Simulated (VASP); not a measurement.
# ZnSb2C (P-4m2) in VASP: further runs

The runs below take ZnSb2C through single point, relaxation of cell and atoms, with PBE, r2SCAN.

Everything below comes from runs of VASP 6.6.1. Logs are shortened: lines on timing, memory, paths and dates and some standing lists are left out, and cuts for length are marked.

## 1. The cell of the first run

It takes space group P-4m2 (No. 115, tetragonal). The conventional cell has a = 3.851 Å, b = 3.851 Å, c = 6.065 Å, α = 90.00°, β = 90.00°, γ = 90.00°. Zn (site symmetry -4m2) has 4 Sb at 2.62 Å within 3.5 Å. Within 3.0 Å of Sb (site symmetry 2mm) lie 2 C at 2.30 Å and 2 Zn at 2.62 Å. Within 3.0 Å of C (site symmetry -4m2) lie 4 Sb at 2.30 Å.

## 2. Single point, PBE

The input, INCAR:

```
PREC     = Accurate       # precision mode
ENCUT    = 520            # plane-wave cutoff, eV
EDIFF    = 1E-7           # SCF threshold, eV
ISMEAR   = -1             # smearing method
SIGMA    = 0.02           # smearing width, eV
LREAL    = False          # projectors in reciprocal space
LASPH    = True           # aspherical terms in the spheres
NELM     = 100            # most SCF steps
ALGO     = Normal         # electronic algorithm
ISIF     = 2              # what is computed and relaxed
LWAVE    = False          # write WAVECAR
LCHARG   = False          # write CHGCAR
GGA      = PE             # functional
NBANDS   = 21             # bands
```

The input, KPOINTS:

```
Automatic mesh
0
Gamma
  6 6 4
```

The input, POSCAR:

```
ZnSb2C
1.0
    3.8510700401      0.0000000000      0.0000000000
    0.0000000000      3.8510700401      0.0000000000
    0.0000000000      0.0000000000      6.0650551875
Zn Sb C
1 2 1
Direct
    0.0000000000      0.0000000000      0.0000000000
    0.0000000000      0.5000000000      0.2927609478
    0.5000000000      0.0000000000      0.7072390522
    0.5000000000      0.5000000000      0.5000000000
```

Potentials or basis: VASP PAW PBE potentials, release 64 (Zn, Sb, C).

Launch:

```console
cat potpaw_PBE.64/Zn/POTCAR potpaw_PBE.64/Sb/POTCAR potpaw_PBE.64/C/POTCAR > POTCAR
mpirun -np 1 vasp_std > vasp.out
```

OUTCAR:

```text
PREC = Accurate
   ENCUT = 520
   EDIFF = 1E-7
   ISMEAR = -1
   LREAL = False
   LASPH = True
   NELM = 100
   ISIF = 2
   GGA = PE

 ion  position               nearest neighbor table
   1  0.000  0.000  0.000-   2 2.62   3 2.62   2 2.62   3 2.62
   2  0.000  0.500  0.293-   4 2.30   4 2.30   1 2.62   1 2.62   3 3.71   3 3.71   3 3.71   3 3.71

   3  0.500  0.000  0.707-   4 2.30   4 2.30   1 2.62   1 2.62   2 3.71   2 3.71   2 3.71   2 3.71

   4  0.500  0.500  0.500-   2 2.30   3 2.30   3 2.30   2 2.30

  LATTYP: Found a simple tetragonal cell.
 ALAT       =     3.8510700401
 C/A-ratio  =     1.5749012935

  Lattice vectors:

 A1 = (   3.8510700401,   0.0000000000,   0.0000000000)
 A2 = (   0.0000000000,   3.8510700401,   0.0000000000)
 A3 = (   0.0000000000,   0.0000000000,   6.0650551875)

Analysis of symmetry for initial positions (statically):
=====================================================================
 Subroutine PRICEL returns:
 Original cell was already a primitive cell.

 Routine SETGRP: Setting up the symmetry group for a
 simple tetragonal supercell.

 Subroutine GETGRP returns: Found  8 space group operations
 (whereof  8 operations were pure point group operations)
 out of a pool of 16 trial point group operations.

The static configuration has the point symmetry D_2d.

Analysis of symmetry for dynamics (positions and initial velocities):
=====================================================================
 Subroutine PRICEL returns:
 Original cell was already a primitive cell.

 Routine SETGRP: Setting up the symmetry group for a
 simple tetragonal supercell.

 Subroutine GETGRP returns: Found  8 space group operations
 (whereof  8 operations were pure point group operations)
 out of a pool of 16 trial point group operations.

The dynamic configuration has the point symmetry D_2d.

 Subroutine INISYM returns: Found  8 space group operations
 (whereof  8 operations are pure point group operations),
 and found     1 'primitive' translations

----------------------------------------------------------------------------------------

                                     Primitive cell

  volume of cell :      89.9493

  direct lattice vectors                    reciprocal lattice vectors
     3.851070040  0.000000000  0.000000000     0.259668090  0.000000000  0.000000000
     0.000000000  3.851070040  0.000000000     0.000000000  0.259668090  0.000000000
     0.000000000  0.000000000  6.065055187     0.000000000  0.000000000  0.164878961

  length of vectors
     3.851070040  3.851070040  6.065055187     0.259668090  0.259668090  0.164878961

  position of ions in fractional coordinates (direct lattice)
     0.000000000  0.000000000  0.000000000
     0.000000000  0.500000000  0.292760948
     0.500000000  0.000000000  0.707239052
     0.500000000  0.500000000  0.500000000

  ion indices of the primitive-cell ions
   primitive index   ion index
                 1           1
                 2           2
                 3           3
                 4           4

----------------------------------------------------------------------------------------

 KPOINTS: Automatic mesh

Automatic generation of k-mesh.
 Grid dimensions read from file:
 generate k-points for:    6    6    4

 Generating k-lattice:

  Cartesian coordinates                     Fractional coordinates (reciprocal lattice)
     0.043278015  0.000000000  0.000000000     0.166666667  0.000000000  0.000000000
     0.000000000  0.043278015  0.000000000     0.000000000  0.166666667  0.000000000
     0.000000000  0.000000000  0.041219740     0.000000000  0.000000000  0.250000000

  Length of vectors
     0.043278015  0.043278015  0.041219740

  Shift w.r.t. Gamma in fractional coordinates (k-lattice)
     0.000000000  0.000000000  0.000000000

 Subroutine IBZKPT returns following result:
 ===========================================

 Found     30 irreducible k-points:

 Following reciprocal coordinates:
            Coordinates               Weight
  0.000000  0.000000  0.000000      1.000000
  0.166667  0.000000  0.000000      4.000000
  0.333333  0.000000  0.000000      4.000000
  0.500000  0.000000  0.000000      2.000000
  0.166667  0.166667  0.000000      4.000000
  0.333333  0.166667  0.000000      8.000000
[... 16 lines left out ...]
  0.333333  0.000000  0.500000      4.000000
  0.500000  0.000000  0.500000      2.000000
 [... further k-points ...]
   k-points           NKPTS =     30   k-points in BZ     NKDIM =     30   number of bands    NBANDS=     21
   number of dos      NEDOS =    301   number of ions     NIONS =      4
   total plane-waves  NPLWV =  43200
   dimension x,y,z NGX =    30 NGY =   30 NGZ =   48
   dimension x,y,z NGXF=    60 NGYF=   60 NGZF=   96
   ions per type =               1   2   1
   NGX,Y,Z   is equivalent  to a cutoff of  12.95, 12.95, 13.16 a.u.
   NGXF,Y,Z  is equivalent  to a cutoff of  25.90, 25.90, 26.31 a.u.
 SYSTEM =  unknown system
   PREC   = accura    normal or accurate (medium, high low for compatibility)
   ISTART =      0    job   : 0-new  1-cont  2-samecut
   ICHARG =      2    charge: 1-file 2-atom 10-const
   ISPIN  =      1    spin polarized calculation?
   LNONCOLLINEAR =      F non collinear calculations
   LSORBIT =      F    spin-orbit coupling
   LASPH  =      T    aspherical Exc in radial PAW
   ENCUT  =  520.0 eV  38.22 Ry    6.18 a.u.   7.16  7.16 11.28*2*pi/ulx,y,z
   NELM   =    100;   NELMIN=  2; NELMDL= -5     # of ELM steps
   EDIFF  = 0.1E-06   stopping-criterion for ELM
   LREAL  =      F    real-space projection
   EDIFFG = 0.1E-05   stopping-criterion for IOM
   NSW    =      0    number of steps for IOM
   IBRION =     -1    ionic relax: 0-MD 1-quasi-New 2-CG
   NFREE  =      0    steps in history (QN), initial steepest desc. (CG)
   ISIF   =      2    stress and relaxation
   ISYM   =      2    0-nonsym 1-usesym 2-fastsym
   POTIM  = 0.5000    time-step for ionic-motion
   TEBEG  =    0.0;   TEEND  =   0.0 temperature during run
   PSTRESS=    0.0 pullay stress
   NELECT =      26.0000    total number of electrons
   NUPDOWN=      -1.0000    fix difference up-down
   EMIN   =  10.00;   EMAX   =-10.00  energy-range for DOS
   EFERMI =   0.00;   METHOD = LEGACY
   ISMEAR =    -1;   SIGMA  =   0.02  broadening in eV -4-tet -1-fermi 0-gaus
   EFERMI_NEDOS =   21; number of points for ismear=-14 and -15
   IALGO  =     38    algorithm
   IMIX   =      4    mixing-type and parameters
     AMIX     =   0.40;   BMIX     =  1.00
     AMIX_MAG =   1.60;   BMIX_MAG =  1.00
  volume/ion in A,a.u.               =      22.49       151.75
  Fermi-wavevector in a.u.,A,eV,Ry     =   1.082431  2.045497 15.941349  1.171656
  Thomas-Fermi vector in A             =   2.218472
   LORBIT       =      0    0 simple, 1 ext, 2 COOP (PROOUT), +10 PAW based schemes
   GGA     = PE    functional components
   LHFCALC =     F    Hartree Fock is set to
   AEXX    =    0.0000 exact exchange contribution
   IVDW    =     0    specifies the selected vdW correction
   LEPSILON=     F    determine dielectric tensor
   LRPA    =     F    only Hartree local field effects (RPA)
 non-spin polarized calculation
  energy-cutoff  :      520.00
  volume of cell :       89.95
 maximum number of plane-waves:      2456
 NGX is ok and might be reduce to    30
   NGX = 15   NGY = 15   NGZ = 23

 number of electron      25.9999990 magnetization

 Free energy of the ion-electron system (eV)
  ---------------------------------------------------
  ext. energy  EPLUGINS =         0.00000000
  ---------------------------------------------------
  free energy    TOTEN  =       -15.63915554 eV

  energy without entropy =      -15.63822555  energy(sigma->0) =      -15.63869054

 E-fermi :   5.9281     XC(G=0):  -9.6360

 val. band max:        5.8856578186   @ k =   0.1667   0.0000   0.5000
 cond. band min:       5.9706671863   @ k =   0.0000   0.0000   0.5000
 fundamental gap:      0.0850093677
 Fermi energy:         5.9280753548

 k-point     1 :       0.0000    0.0000    0.0000
  band No.  band energies     occupation
      1      -8.0438      2.00000
      2      -4.1527      2.00000
      3      -2.4739      2.00000
      4      -1.9128      2.00000
      5      -1.9128      2.00000
      6      -1.8523      2.00000
[... 13 lines left out ...]
     20      12.1230      0.00000
     21      13.8891      0.00000

 k-point     2 :       0.1667    0.0000    0.0000
  band No.  band energies     occupation
      1      -7.8330      2.00000
      2      -4.1248      2.00000
      3      -2.5134      2.00000
      4      -1.9096      2.00000
      5      -1.9066      2.00000
      6      -1.8346      2.00000
[... 13 lines left out ...]
     20      13.0799      0.00000
     21      13.3429      0.00000

 k-point     3 :       0.3333    0.0000    0.0000
  band No.  band energies     occupation
      1      -7.2737      2.00000
      2      -4.3733      2.00000
      3      -2.6872      2.00000
      4      -1.9458      2.00000
      5      -1.9032      2.00000
      6      -1.8139      2.00000
[... 13 lines left out ...]
     20      12.7016      0.00000
     21      12.9356      0.00000

 k-point     4 :       0.5000    0.0000    0.0000
  band No.  band energies     occupation
      1      -6.8347      2.00000
      2      -4.8085      2.00000
      3      -2.7236      2.00000
      4      -1.9597      2.00000
      5      -1.9000      2.00000
      6      -1.8252      2.00000
[... 13 lines left out ...]
     20      12.0047      0.00000
     21      12.1667      0.00000

 k-point     5 :       0.1667    0.1667    0.0000
  band No.  band energies     occupation
      1      -7.6213      2.00000
      2      -4.0599      2.00000
      3      -2.5768      2.00000
      4      -1.9101      2.00000
      5      -1.9090      2.00000
      6      -1.8044      2.00000
[... 13 lines left out ...]
     20      12.2588      0.00000
     21      13.3301      0.00000

 k-point     6 :       0.3333    0.1667    0.0000
  band No.  band energies     occupation
      1      -7.0585      2.00000
      2      -4.2163      2.00000
      3      -2.7875      2.00000
      4      -1.9474      2.00000
      5      -1.8906      2.00000
      6      -1.8284      2.00000
[... 13 lines left out ...]
     20      11.5843      0.00000
     21      12.7693      0.00000

 k-point     7 :       0.5000    0.1667    0.0000
  band No.  band energies     occupation
      1      -6.6131      2.00000
      2      -4.6330      2.00000
      3      -2.8142      2.00000
      4      -1.9602      2.00000
      5      -1.8823      2.00000
      6      -1.8420      2.00000
[... 13 lines left out ...]
     20      11.6100      0.00000
     21      12.7567      0.00000
[... 291 lines left out ...]
      1      -5.4380      2.00000
      2      -3.9618      2.00000
      3      -3.9618      2.00000
      4      -1.9031      2.00000
      5      -1.8869      2.00000
      6      -1.7872      2.00000
[... 13 lines left out ...]
     20      11.2509      0.00000
     21      13.4479      0.00000

 k-point    21 :       0.0000    0.0000    0.5000
  band No.  band energies     occupation
      1      -7.8949      2.00000
      2      -5.0656      2.00000
      3      -2.1837      2.00000
      4      -1.9252      2.00000
      5      -1.9252      2.00000
      6      -1.8574      2.00000
[... 13 lines left out ...]
     20      11.3003      0.00000
     21      13.0631      0.00000

 k-point    22 :       0.1667    0.0000    0.5000
  band No.  band energies     occupation
      1      -7.6948      2.00000
      2      -4.9098      2.00000
      3      -2.2118      2.00000
      4      -1.9292      2.00000
      5      -1.9195      2.00000
      6      -1.8390      2.00000
[... 13 lines left out ...]
     20      11.8502      0.00000
     21      12.7532      0.00000

 k-point    23 :       0.3333    0.0000    0.5000
  band No.  band energies     occupation
      1      -7.1787      2.00000
      2      -4.6490      2.00000
      3      -2.4718      2.00000
      4      -1.9108      2.00000
      5      -1.9081      2.00000
      6      -1.8127      2.00000
[... 13 lines left out ...]
     20      11.7064      0.00000
     21      13.3020      0.00000

 k-point    24 :       0.5000    0.0000    0.5000
  band No.  band energies     occupation
      1      -6.8020      2.00000
      2      -4.6835      2.00000
      3      -2.7017      2.00000
      4      -1.9053      2.00000
      5      -1.9024      2.00000
      6      -1.8240      2.00000
[... 13 lines left out ...]
     20      11.9523      0.00000
     21      12.9840      0.00000

 [... further k-points ...]

------------------------ aborting loop because EDIFF is reached ----------------------------------------

  FORCE on cell =-STRESS in cart. coord.  units (eV):
  Direction    XX          YY          ZZ          XY          YZ          ZX
  --------------------------------------------------------------------------------------
  -------------------------------------------------------------------------------------
  Total        0.0438006      0.0438006      0.0627109      0.0000000      0.0000000     -0.0000000
  in kB        0.7801774      0.7801774      1.1170076      0.0000000      0.0000000     -0.0000000
  external PRESSURE =       0.8924541 kB  Pullay stress =       0.0000000 kB

 VOLUME and BASIS-vectors are now :
 -----------------------------------------------------------------------------
  energy-cutoff  :      520.00
  volume of cell :       89.95
      direct lattice vectors                 reciprocal lattice vectors
     3.851070040  0.000000000  0.000000000     0.259668090  0.000000000  0.000000000
     0.000000000  3.851070040  0.000000000     0.000000000  0.259668090  0.000000000
     0.000000000  0.000000000  6.065055187     0.000000000  0.000000000  0.164878961

 POSITION                                       TOTAL-FORCE (eV/Angst)
 -----------------------------------------------------------------------------------
      0.00000      0.00000      0.00000        -0.000000     -0.000000      0.000000
      0.00000      1.92554      1.77561         0.000000     -0.000000     -0.012395
      1.92554      0.00000      4.28944         0.000000     -0.000000      0.012395
      1.92554      1.92554      3.03253         0.000000      0.000000      0.000000
 -----------------------------------------------------------------------------------
    total drift:                               -0.000000     -0.000000     -0.000000

  FREE ENERGIE OF THE ION-ELECTRON SYSTEM (eV)
  ---------------------------------------------------
  free  energy   TOTEN  =       -15.6391555362 eV

  energy  without entropy=      -15.6382255507  energy(sigma->0) =      -15.63869054
```

Wall time 24 s (1 thread of AMD EPYC 9R45 (Zen 5), shared host); peak memory 0.2 GiB.

Results:

```
Free energy            : -15.6392 eV
Pressure               : 0.1 GPa
Largest force          : 0.012 eV/Å
Band gap on the k mesh : zero (band 13 reaches 6.40 eV, above the bottom of band 14 at 5.74 eV)
```

Forces in eV/Å, atoms in the order of the input:
```
Zn   0.000  0.000  0.000
Sb   0.000  0.000 -0.012
Sb   0.000  0.000  0.012
C    0.000  0.000  0.000
```

Levels at points of the mesh, in eV from the Fermi level:
| k point | band 9 | band 10 | band 11 | band 12 | band 13 | band 14 | band 15 | band 16 | band 17 | band 18 |
| --- | --- | --- | --- | --- | --- | --- | --- | --- | --- | --- |
| (0.00, 0.00, 0.00) | -4.10 | -4.10 | -2.02 | -1.13 | 0.48 | 0.78 | 0.78 | 2.60 | 2.60 | 2.81 |
| (0.50, 0.00, 0.00) | -4.93 | -4.68 | -4.13 | -3.45 | 0.07 | 0.25 | 2.49 | 2.53 | 3.98 | 4.80 |
| (0.50, 0.50, 0.00) | -5.52 | -4.72 | -3.53 | -3.53 | -2.56 | 0.35 | 0.44 | 1.12 | 1.12 | 5.40 |
| (0.00, 0.00, 0.50) | -4.11 | -3.93 | -3.93 | -0.37 | -0.19 | -0.19 | 0.04 | 3.95 | 4.14 | 4.14 |
| (0.50, 0.00, 0.50) | -6.56 | -3.45 | -2.56 | -1.93 | -1.22 | 0.37 | 1.30 | 2.29 | 3.71 | 3.74 |
| (0.50, 0.50, 0.50) | -4.88 | -4.87 | -4.25 | -4.00 | -4.00 | 2.30 | 2.64 | 2.93 | 2.93 | 4.14 |

Caveat: spin-orbit coupling is left out, which moves the levels of the heavy elements.

## 3. Relaxation of cell and atoms, PBE

This run uses another cell than the first one, of 19.71 Å³/atom, 0.877 times its volume.

The input, INCAR:

```
ALGO = Normal
EDIFF = 1E-6
EDIFFG = -0.005
ENCUT = 600
GGA = PE
IBRION = 2
ISIF = 3
ISMEAR = -1
LASPH = True
LCHARG = False
LREAL = False
LWAVE = False
NELM = 100
NSW = 80
PREC = Accurate
SIGMA = 0.02
```

The input, KPOINTS:

```
k-points
0
Gamma
  6 6 4
```

The input, POSCAR:

```
ZnSb2C
1.0
    3.8203875022      0.0000000000      0.0000000000
    0.0000000000      3.8203875022      0.0000000000
    0.0000000000      0.0000000000      5.4028438191
Zn Sb C
1 2 1
Direct
    0.0000000000      0.0000000000      0.0000000000
    0.0000000000      0.5000000000      0.2500000000
    0.5000000000      0.0000000000      0.7500000000
    0.5000000000      0.5000000000      0.5000000000
```

Potentials or basis: VASP PAW PBE potentials, release 64 (Zn, Sb, C).

Launch:

```console
cat potpaw_PBE.64/Zn/POTCAR potpaw_PBE.64/Sb/POTCAR potpaw_PBE.64/C/POTCAR > POTCAR
mpirun -np 1 vasp_std > vasp.out
```

It took 3.8 min on 1 thread of AMD EPYC 9R45 (Zen 5), shared host; peak memory 0.23 GiB.

It converged, with:

```
Free energy                            : -15.6374 eV
Relaxed volume                         : 22.51 Å³/atom
Relaxed cell                           : a = 3.852 Å, b = 3.852 Å, c = 6.070 Å, α = 90.00°, β = 90.00°, γ = 90.00°
Space group after relaxing (to 0.05 Å) : P-4m2 (No. 115)
Energy gained by relaxing              : 292.3 meV/atom
Ionic steps                            : 16
Pressure after relaxing                : 0.0 GPa
Band gap on the k mesh                 : zero (band 13 reaches 6.40 eV, above the bottom of band 14 at 5.73 eV)
```

Forces in eV/Å, atoms in the order of the input:
```
Zn   0.000  0.000  0.000
Sb   0.000  0.000 -0.002
Sb   0.000  0.000  0.002
C    0.000  0.000  0.000
```

Step by step:
```csv
step,energy change (eV),largest force (eV/Å),pressure (GPa),volume (Å³)
1,0.0000,3.3881,13.37,78.86
2,-0.8333,0.6502,-5.06,99.15
3,-0.8976,1.0464,-2.26,93.73
4,-1.0533,0.5738,-0.76,90.97
5,-1.1044,0.0309,0.77,88.89
6,-1.1059,0.1034,1.19,88.43
7,-1.1456,0.2692,0.31,89.77
8,-1.1532,0.3311,-0.21,90.66
9,-1.1667,0.1500,-0.06,90.24
10,-1.1693,0.0052,0.05,89.98
11,-1.1693,0.0134,0.05,89.99
12,-1.1693,0.0042,-0.07,90.13
13,-1.1693,0.0088,0.00,90.06
14,-1.1693,0.0078,-0.02,90.07
15,-1.1693,0.0084,0.00,90.07
16,-1.1693,0.0024,-0.01,90.06
```

Final structure:
```xyz
4
Lattice="3.8517 0.0000 0.0000 0.0000 3.8517 0.0000 0.0000 0.0000 6.0702" Properties=species:S:1:pos:R:3 pbc="T T T"
Zn    0.0000    0.0000    0.0000
Sb    0.0000    1.9259    1.7766
Sb    1.9259    0.0000    4.2936
C     1.9259    1.9259    3.0351
```

Levels at points of the mesh, in eV from the Fermi level:
```
           k point  band 10  band 11  band 12  band 13  band 14  band 15  band 16  band 17
(0.00, 0.00, 0.00)    -4.09    -2.03    -1.14     0.48     0.77     0.77     2.59     2.59
(0.50, 0.00, 0.00)    -4.68    -4.13    -3.45     0.07     0.25     2.49     2.53     3.97
(0.50, 0.50, 0.00)    -4.72    -3.53    -3.53    -2.56     0.35     0.44     1.11     1.11
(0.00, 0.00, 0.50)    -3.93    -3.93    -0.37    -0.19    -0.19     0.05     3.95     4.14
(0.50, 0.00, 0.50)    -3.44    -2.56    -1.93    -1.22     0.37     1.29     2.29     3.74
(0.50, 0.50, 0.50)    -4.87    -4.25    -4.00    -4.00     2.28     2.64     2.92     2.92
```

Caveat: spin-orbit coupling is left out, which moves the levels of the heavy elements.

[end of part 1 of 2]
